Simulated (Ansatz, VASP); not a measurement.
## CdS in VASP and in Ansatz

File INCAR:

```
SYSTEM = CdS
PREC = Accurate ; ENCUT = 540
EDIFF = 1E-7 ; ISMEAR = -1
SIGMA = 0.05 ; LREAL = .False.
LASPH = .True. ; NELM = 120
ALGO = Normal ; ISIF = 3
LWAVE = .False. ; LCHARG = .False.
GGA = RP ; IVDW = 12
IBRION = 2 ; NSW = 60
EDIFFG = -0.01 ; GGA_COMPAT = .False.
NELMIN = 4
```

The input KPOINTS:

```
Automatic mesh
0
Gamma
  8 8 8
  0 0 0
```

POSCAR

```
CdS
1.0
    0.0000000000      2.7532440000      2.7532440000
    2.7532440000      0.0000000000      2.7532440000
    2.7532440000      2.7532440000      0.0000000000
Cd S
1 1
Direct
    0.0000000000      0.0000000000      0.0000000000
    0.5000000000      0.5000000000      0.5000000000
```

The input input.yaml:

```yaml
crystal:
  lattice:
    - [0.0, 2.753244, 2.753244]
    - [2.753244, 0.0, 2.753244]
    - [2.753244, 2.753244, 0.0]
  atoms:
    - { symbol: Cd, position: [0.0, 0.0, 0.0] }
    - { symbol: S, position: [0.5, 0.5, 0.5] }
hamiltonian:
  xc: rpbe
  pseudopotentials: { kind: paw }
  dispersion: d3bj
kpoints:
  mp_grid: { grid: [8, 8, 8] }
scf:
  occupations: { method: fermi_dirac, width: 0.05 }
output:
  forces: true
  stress: true
  eigenvalues: true
  write_density: true
  write_potential: true
  elf: true
  volumetric_format: npy
relax:
  f_tol: 0.01
  max_steps: 40
  cell: { stress_tol: 0.05 }
```

Alike in both runs: task relaxation of cell and atoms; functional RPBE; dispersion D3(BJ); k mesh 8 × 8 × 8; occupations fermi-dirac, width 0.05 eV; no spin polarisation.

|  | VASP | Ansatz |
| --- | --- | --- |
| version | VASP 6.6.1 | Ansatz 0.2.0 |
| potentials or method | VASP PAW PBE potentials, release 64 (Cd_sv_GW, S) | Ansatz PAW |
| plane-wave cutoff (eV) | 540 | 420 |
| valence electrons in the cell | 26 | 26 |

|  | VASP | Ansatz | Ansatz less VASP |
| --- | --- | --- | --- |
| gap on the k mesh at the Fermi level, each at its own relaxed structure (eV) | 0.31 | 0.31 | +0.005 |
| relaxed volume (Å³/atom) | 17.40 | 17.48 | +0.076 |
| relaxed cell length with the largest relative difference (Å) | 3.665 | 3.670 | +0.0053 |

VASP's potentials were made for PBE, not for RPBE.

Noted on VASP's run: the volume moved by over 15 % at a fixed basis, so the end points are rough. Noted on Ansatz's run: the volume moved by over 15 % at a fixed basis, so the end points are rough; the plane-wave basis is chosen anew once the cell has moved, so the energies of steps on either side of that aren't comparable.
